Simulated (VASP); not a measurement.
# PtS2 (P-3m1) in VASP: notebook, part 2 of 2

VASP 6.6.1.

**3. Vibrations by perturbation theory, LDA**

This run uses another cell than the first one, of 16.58 Å³/atom.

Input file INCAR:

```
SYSTEM = PtS2
  ALGO = Normal
  EDIFF = 1E-8
  ENCUT = 520
  GGA = CA
  IBRION = 8
  ISIF = 2
  ISMEAR = -1
  LASPH = .TRUE.
  LCHARG = .FALSE.
  LREAL = .FALSE.
  LWAVE = .FALSE.
  NELM = 60
  NSW = 1
  PREC = Accurate
  SIGMA = 0.05
```

Input file KPOINTS:

```
k-points
0
G
  10 10 8
  0 0 0
```

Input file POSCAR:

```
PtS2
1.0
    3.5623504123      0.0000000000      0.0000000000
   -1.7811752062      3.0850859543      0.0000000000
    0.0000000000      0.0000000000      4.5267196956
Pt S
1 2
Direct
    0.0000000000      0.0000000000      0.0000000000
    0.3333333333      0.6666666667      0.2622704562
    0.6666666667      0.3333333333      0.7377295438
```

Potentials or basis: VASP PAW LDA potentials, release 64 (Pt, S).

Launch:

```sh
$ cat potpaw_LDA.64/Pt/POTCAR potpaw_LDA.64/S/POTCAR > POTCAR
$ mpirun -np 1 vasp_std > vasp.out
```

OUTCAR:

```text
SYSTEM = PtS2
   EDIFF = 1E-8
   ENCUT = 520
   GGA = CA
   IBRION = 8
   ISIF = 2
   ISMEAR = -1
   LASPH = .TRUE.
   LREAL = .FALSE.
   NELM = 60
   NSW = 1
   PREC = Accurate

 ion  position               nearest neighbor table
   1  0.000  0.000  0.000-   2 2.37   3 2.37   3 2.37   2 2.37   3 2.37   2 2.37
   2  0.333  0.667  0.262-   1 2.37   1 2.37   1 2.37
   3  0.667  0.333  0.738-   1 2.37   1 2.37   1 2.37

  LATTYP: Found a hexagonal cell.
 ALAT       =     3.5623504123
 C/A-ratio  =     1.2707115167

  Lattice vectors:

 A1 = (   3.5623504123,   0.0000000000,   0.0000000000)
 A2 = (  -1.7811752062,   3.0850859543,   0.0000000000)
[... 689 lines left out ...]
 INTERNAL STRAIN TENSOR FOR ION    3 for displacements in x,y,z  (eV/Angst):
          X           Y           Z          XY          YZ          ZX
  --------------------------------------------------------------------------------
  x     0.00000    -0.00000     0.00000    -4.85225    -0.00000     9.10247
  y    -4.85225     4.85225     0.00000    -0.00000    10.12454    -0.00000
  z    11.30698    11.30698    13.52820    -0.00000    -0.00000     0.00000

 SECOND DERIVATIVES (NOT SYMMETRIZED)
 ------------------------------------
               1X          1Y          1Z          2X          2Y          2Z          3X          3Y          3Z
  1X   -17.248089    0.000000    0.000000    8.624045   -0.000000    0.000000    8.624045   -0.000000    0.000000
  1Y     0.000000  -17.248089    0.000000   -0.000000    8.624045    0.000000   -0.000000    8.624045    0.000000
  1Z    -0.000000   -0.000000  -18.603636    0.000000   -0.000000    9.301818    0.000000   -0.000000    9.301818
  2X     8.626373   -0.000000    0.000000   -9.525514    0.000000    0.000000    0.899141   -0.000000   -0.000000
  2Y    -0.000000    8.626373    0.000000    0.000000   -9.525514    0.000000   -0.000000    0.899141    0.000000
  2Z     0.000000    0.000000    9.297579   -0.000000   -0.000000  -11.323858    0.000000    0.000000    2.026279
  3X     8.626373   -0.000000    0.000000    0.899141   -0.000000   -0.000000   -9.525514    0.000000    0.000000
  3Y    -0.000000    8.626373    0.000000   -0.000000    0.899141    0.000000    0.000000   -9.525514    0.000000
  3Z     0.000000    0.000000    9.297579    0.000000    0.000000    2.026279   -0.000000   -0.000000  -11.323858

 Eigenvectors and eigenvalues of the dynamical matrix
 ----------------------------------------------------

   1 f  =   10.087213 THz    63.379831 2PiTHz  336.473218 cm-1    41.717343 meV
             X         Y         Z           dx          dy          dz
      0.000000  0.000000  0.000000     0.000000   -0.000000    0.000000
     -0.000000  2.056724  1.187225     0.000000   -0.000000   -0.707107
      1.781175  1.028362  3.339495    -0.000000    0.000000    0.707107
[... 43 lines left out ...]
   9 f/i=    0.000954 THz     0.005997 2PiTHz    0.031837 cm-1     0.003947 meV
             X         Y         Z           dx          dy          dz
      0.000000  0.000000  0.000000     0.000000   -0.000000    0.867470
     -0.000000  2.056724  1.187225     0.000000   -0.000000    0.351779
      1.781175  1.028362  3.339495     0.000000   -0.000000    0.351779

--------------------------------------------------------------------------------------------------------

 ELASTIC MODULI CONTR FROM IONIC RELAXATION (kBar)
 Direction    XX          YY          ZZ          XY          YZ          ZX
 --------------------------------------------------------------------------------
 XX        -762.2950   -471.3517   -737.9963      0.0000    303.5359     -0.0000
 YY        -471.3517   -762.2950   -737.9963      0.0000   -303.5359      0.0000
 ZZ        -737.9963   -737.9963   -882.9733      0.0000      0.0000      0.0000
 XY           0.0000      0.0000      0.0000   -145.4717      0.0000    272.8941
 YZ         303.5359   -303.5359      0.0000      0.0000   -633.3470      0.0000
 ZX          -0.0000      0.0000      0.0000    272.8941      0.0000   -511.9290
 --------------------------------------------------------------------------------
```

OSZICAR:

```text
N       E                     dE             d eps       ncg     rms          rms(c)
DAV:   1     0.113182591560E+03    0.11318E+03   -0.10732E+04  2868   0.133E+03
DAV:   2    -0.146224641655E+02   -0.12781E+03   -0.12520E+03  3604   0.251E+02
DAV:   3    -0.194668735607E+02   -0.48444E+01   -0.48139E+01  3548   0.525E+01
DAV:   4    -0.195161988615E+02   -0.49325E-01   -0.49310E-01  3520   0.589E+00
[... 75 lines left out ...]
RMM:   9    -0.112359080364E+00    0.94417E-06    0.94129E-10  4747   0.275E-04    0.960E-05
RMM:  10    -0.112359187141E+00   -0.10678E-06   -0.19398E-07  4925   0.539E-05    0.223E-05
RMM:  11    -0.112359271670E+00   -0.84529E-07    0.84231E-08  4766   0.304E-05    0.393E-06
RMM:  12    -0.112359247146E+00    0.24525E-07    0.93255E-08  4753   0.162E-05    0.225E-06
RMM:  13    -0.112359240684E+00    0.64616E-08    0.14506E-08  3956   0.123E-05    0.560E-07
 Linear response finished
```

stdout:

```text
POSCAR found type information on POSCAR PtS
 POSCAR found :  2 types and       3 ions
 scaLAPACK will be used
 LDA part: xc-table for (Slater(with rela. corr.)+CA(PZ))
 , standard interpolation
 POSCAR, INCAR and KPOINTS ok, starting setup
 FFT: planning ... GRIDC
 FFT: planning ... GRID_SOFT
 FFT: planning ... GRID
 WAVECAR not read
 entering main loop
 Linear response reoptimize wavefunctions to high precision
 Linear response DOF=           4
 Linear response progress:
 first order change of Fermi-energy  -0.72957E-04
 force on displaced ion       1 direction 1 : -17.248   0.000   0.000
 Linear response progress:
 first order change of Fermi-energy  -0.32656E-03
 force on displaced ion       1 direction 3 :  -0.000   0.000 -18.604
 Linear response progress:
 first order change of Fermi-energy  -0.13287E-04
 force on displaced ion       2 direction 1 :  -9.526  -0.001  -0.000
 Linear response progress:
 first order change of Fermi-energy  -0.61540E+00
 force on displaced ion       2 direction 3 :  -0.000  -0.000 -11.324
 Linear response finished
```

It took 9 min on 1 thread of Oxide Virtual Turin-like, shared host; peak memory 0.79 GiB.

What came out:

```
Highest phonon frequency at Γ, LO-TO splitting left out : 336 cm⁻¹
```

Phonon frequencies in cm⁻¹ (negative: imaginary):
| q point | frequencies |
| --- | --- |
| (0.000, 0.000, 0.000) | 0 0 0 297 297 312 312 324 336 |

Caveat: spin-orbit coupling is left out, which moves the levels of the heavy elements.

**4. Vibrations by perturbation theory, LDA (17.08 Å³/atom)**

This run uses another cell than the first one, of 17.08 Å³/atom.

Input file INCAR:

```
PREC     = Accurate       # precision mode
ENCUT    = 520            # plane-wave cutoff, eV
EDIFF    = 1E-8           # SCF threshold, eV
ISMEAR   = -1             # smearing method
SIGMA    = 0.05           # smearing width, eV
LREAL    = False          # projectors in reciprocal space
LASPH    = True           # aspherical terms in the spheres
NELM     = 80             # most SCF steps
ALGO     = Normal         # electronic algorithm
ISIF     = 2              # what is computed and relaxed
LWAVE    = False          # write WAVECAR
LCHARG   = False          # write CHGCAR
GGA      = CA             # functional
NBANDS   = 18             # bands
IBRION   = 8              # ionic algorithm
NSW      = 1              # ionic steps
```

Input file KPOINTS:

```
Automatic mesh
0
Gamma
  10 10 8
```

Input file POSCAR:

```
PtS2
1.0
    3.5976235025      0.0000000000      0.0000000000
   -1.7988117512      3.1156333464      0.0000000000
    0.0000000000      0.0000000000      4.5715416175
Pt S
1 2
Direct
    0.0000000000      0.0000000000      0.0000000000
    0.3333333333      0.6666666667      0.2562878948
    0.6666666667      0.3333333333      0.7437121052
```

Potentials or basis: VASP PAW LDA potentials, release 64 (Pt, S).

Launch:

```sh
$ cat potpaw_LDA.64/Pt/POTCAR potpaw_LDA.64/S/POTCAR > POTCAR
$ mpirun -np 1 vasp_std > vasp.out
```

OUTCAR:

```text
PREC = Accurate
   ENCUT = 520
   EDIFF = 1E-8
   ISMEAR = -1
   LREAL = False
   LASPH = True
   NELM = 80
   ISIF = 2
   GGA = CA
   IBRION = 8
   NSW = 1

 ion  position               nearest neighbor table
   1  0.000  0.000  0.000-   2 2.38   3 2.38   2 2.38   3 2.38   3 2.38   2 2.38
   2  0.333  0.667  0.256-   1 2.38   1 2.38   1 2.38
   3  0.667  0.333  0.744-   1 2.38   1 2.38   1 2.38

  LATTYP: Found a hexagonal cell.
 ALAT       =     3.5976235025
 C/A-ratio  =     1.2707115167

  Lattice vectors:

 A1 = (   3.5976235025,   0.0000000000,   0.0000000000)
 A2 = (  -1.7988117512,   3.1156333464,   0.0000000000)
 A3 = (   0.0000000000,   0.0000000000,   4.5715416175)

Analysis of symmetry for initial positions (statically):
=====================================================================
 Subroutine PRICEL returns:
 Original cell was already a primitive cell.

 Routine SETGRP: Setting up the symmetry group for a
 hexagonal supercell.

 Subroutine GETGRP returns: Found 12 space group operations
 (whereof 12 operations were pure point group operations)
 out of a pool of 24 trial point group operations.

The static configuration has the point symmetry D_3d.

Analysis of symmetry for dynamics (positions and initial velocities):
=====================================================================
 Subroutine PRICEL returns:
 Original cell was already a primitive cell.

 Routine SETGRP: Setting up the symmetry group for a
 hexagonal supercell.

 Subroutine GETGRP returns: Found 12 space group operations
 (whereof 12 operations were pure point group operations)
 out of a pool of 24 trial point group operations.

The dynamic configuration has the point symmetry D_3d.

 Subroutine INISYM returns: Found 12 space group operations
 (whereof 12 operations are pure point group operations),
 and found     1 'primitive' translations

----------------------------------------------------------------------------------------

                                     Primitive cell

  volume of cell :      51.2418

  direct lattice vectors                    reciprocal lattice vectors
     3.597623502  0.000000000  0.000000000     0.277961271  0.160481014  0.000000000
    -1.798811751  3.115633346  0.000000000     0.000000000  0.320962029  0.000000000
     0.000000000  0.000000000  4.571541618     0.000000000  0.000000000  0.218744591

  length of vectors
[... 631 lines left out ...]
      6       3.5546      2.00000
[... 10 lines left out ...]
     17      16.5332      0.00000
     18      18.4733      0.00000

 [... further k-points ...]

------------------------ aborting loop because EDIFF is reached ----------------------------------------

  FORCE on cell =-STRESS in cart. coord.  units (eV):
  Direction    XX          YY          ZZ          XY          YZ          ZX
  --------------------------------------------------------------------------------------
  -------------------------------------------------------------------------------------
  Total       -1.0947363     -1.0947363     -0.3495922     -0.0000000      0.0000000     -0.0000000
  in kB      -34.2290925    -34.2290925    -10.9306892     -0.0000000      0.0000000     -0.0000000
  external PRESSURE =     -26.4629581 kB  Pullay stress =       0.0000000 kB

 VOLUME and BASIS-vectors are now :
 -----------------------------------------------------------------------------
  energy-cutoff  :      520.00
  volume of cell :       51.24
      direct lattice vectors                 reciprocal lattice vectors
     3.597623502  0.000000000  0.000000000     0.277961271  0.160481014  0.000000000
    -1.798811751  3.115633346  0.000000000     0.000000000  0.320962029  0.000000000
     0.000000000  0.000000000  4.571541618     0.000000000  0.000000000  0.218744591

 POSITION                                       TOTAL-FORCE (eV/Angst)
 -----------------------------------------------------------------------------------
      0.00000      0.00000      0.00000        -0.000000      0.000000      0.000000
     -0.00000      2.07709      1.17163        -0.000000      0.000000     -0.001628
      1.79881      1.03854      3.39991         0.000000      0.000000      0.001628
 -----------------------------------------------------------------------------------
    total drift:                               -0.000000      0.000000      0.000000

  FREE ENERGIE OF THE ION-ELECTRON SYSTEM (eV)
  ---------------------------------------------------
  free  energy   TOTEN  =       -18.2032878724 eV

  energy  without entropy=      -18.2011661985  energy(sigma->0) =      -18.20222704

[... ionic steps 2 to 3 ...]

--------------------------------------- Ionic step        4  -------------------------------------------

------------------------ aborting loop because EDIFF is reached ----------------------------------------
[... 11 lines left out ...]
[... ionic steps 8 to 8 ...]

--------------------------------------- Ionic step        9  -------------------------------------------

 Free energy of the ion-electron system (eV)
  ---------------------------------------------------
  ---------------------------------------------------
  free energy    TOTEN  =        -0.11225245 eV

  energy without entropy =       -0.11224808

------------------------ aborting loop because EDIFF is reached ----------------------------------------

 INTERNAL STRAIN TENSOR  FOR ION    2  DIRECTION 3   (eV/Angst):
 -----------------------------------------------------------------------------
   -10.93842 -0.00000 -0.00000
    -0.00000-10.93842 -0.00000
     0.00000  0.00000-13.34659

 INTERNAL STRAIN TENSOR FOR ION    3 for displacements in x,y,z  (eV/Angst):
          X           Y           Z          XY          YZ          ZX
  --------------------------------------------------------------------------------
  x    -0.00000     0.00000    -0.00000    -4.55005     0.00000     9.08939
  y    -4.55005     4.55005     0.00000     0.00000    10.13612     0.00000
  z    10.93842    10.93842    13.34659     0.00000     0.00000     0.00000

 SECOND DERIVATIVES (NOT SYMMETRIZED)
 ------------------------------------
               1X          1Y          1Z          2X          2Y          2Z          3X          3Y          3Z
  1X   -16.173757   -0.000000    0.000000    8.086879    0.000000    0.000000    8.086879    0.000000    0.000000
  1Y    -0.000000  -16.173757    0.000000    0.000000    8.086879    0.000000    0.000000    8.086879    0.000000
  1Z    -0.000000   -0.000000  -18.246862    0.000000    0.000000    9.123431    0.000000    0.000000    9.123431
  2X     8.088051    0.000000    0.000000   -9.103229   -0.000000    0.000000    1.015178    0.000000   -0.000000
  2Y     0.000000    8.088051    0.000000   -0.000000   -9.103229    0.000000    0.000000    1.015178   -0.000000
  2Z     0.000000    0.000000    9.126465   -0.000000    0.000000  -10.867237   -0.000000   -0.000000    1.740772
  3X     8.088051    0.000000    0.000000    1.015178    0.000000   -0.000000   -9.103229   -0.000000    0.000000
  3Y     0.000000    8.088051    0.000000    0.000000    1.015178   -0.000000   -0.000000   -9.103229    0.000000
  3Z     0.000000    0.000000    9.126465   -0.000000   -0.000000    1.740772   -0.000000    0.000000  -10.867237

 Eigenvectors and eigenvalues of the dynamical matrix
 ----------------------------------------------------

   1 f  =    9.802832 THz    61.593013 2PiTHz  326.987294 cm-1    40.541239 meV
             X         Y         Z           dx          dy          dz
      0.000000  0.000000  0.000000    -0.000000   -0.000000   -0.000000
     -0.000000  2.077089  1.171631    -0.000000   -0.000000   -0.707107
      1.798812  1.038544  3.399911     0.000000    0.000000    0.707107
[... 43 lines left out ...]
   9 f/i=    0.000690 THz     0.004332 2PiTHz    0.023000 cm-1     0.002852 meV
             X         Y         Z           dx          dy          dz
      0.000000  0.000000  0.000000     0.000000    0.000000   -0.867554
     -0.000000  2.077089  1.171631     0.000000    0.000000   -0.351674
      1.798812  1.038544  3.399911     0.000000    0.000000   -0.351674

--------------------------------------------------------------------------------------------------------

 ELASTIC MODULI CONTR FROM IONIC RELAXATION (kBar)
 Direction    XX          YY          ZZ          XY          YZ          ZX
 --------------------------------------------------------------------------------
 XX        -721.3909   -465.4932   -724.0924     -0.0000    285.0307      0.0000
 YY        -465.4932   -721.3909   -724.0924     -0.0000   -285.0307     -0.0000
 ZZ        -724.0924   -724.0924   -883.5063     -0.0000     -0.0000     -0.0000
 XY          -0.0000     -0.0000     -0.0000   -127.9489     -0.0000    255.5965
 YZ         285.0307   -285.0307     -0.0000     -0.0000   -634.9605     -0.0000
 ZX           0.0000     -0.0000     -0.0000    255.5965     -0.0000   -510.5914
 --------------------------------------------------------------------------------
```

Wall time 12 min (1 thread of Oxide Virtual Turin-like, shared host); peak memory 0.88 GiB.

What came out:

```yaml
Highest_phonon_frequency_at_Γ_LO-TO_splitting_left_out: 327 cm⁻¹
```

Phonon frequencies in cm⁻¹ (negative: imaginary):
```tsv
q point	frequencies
(0.000, 0.000, 0.000)	0 0 0 293 293 302 302 321 327
```

Caveat: the cell stands under pressure or tension, which shifts response properties; spin-orbit coupling is left out, which moves the levels of the heavy elements.
